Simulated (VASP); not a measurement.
Input of a VASP 6.6.1 run:

File INCAR:

```
SYSTEM = Ca
ALGO = Normal
EDIFF = 1E-7
ENCUT = 520
GGA = RP
ISIF = 2
ISMEAR = -1
LASPH = .True.
LCHARG = .False.
LREAL = .False.
LWAVE = .False.
NBANDS = 17
NELM = 60
PREC = Accurate
SIGMA = 0.1
```

File KPOINTS:

```
k-points
0
Gamma
  10 10 6
  0 0 0
```

The input POSCAR:

```
Ca
1.0
    3.8103301345      0.0000000000      0.0000000000
   -1.9051650673      3.2998426933      0.0000000000
    0.0000000000      0.0000000000      6.2549343395
Ca
2
Direct
    0.3333333333      0.6666666667      0.2500000000
    0.6666666667      0.3333333333      0.7500000000
```

Potentials or basis: VASP PAW PBE potentials, release 64 (Ca_sv).

Command:

```sh
$ cat potpaw_PBE.64/Ca_sv/POTCAR > POTCAR
$ mpirun -np 1 vasp_std > vasp.out
```

Problem. Predict the band gap on the k mesh.

Solution. Zero (bands 10 and 11 overlap by 0.35 eV).

Problem. Estimate the pressure.

Solution. 2.6 GPa.

Stress tensor (GPa, compression positive):
```
2.49 0.00 0.00
0.00 2.49 0.00
0.00 0.00 2.72
```

Caveat: the PAW data sets were made with another functional, which shifts forces and pressure a little.
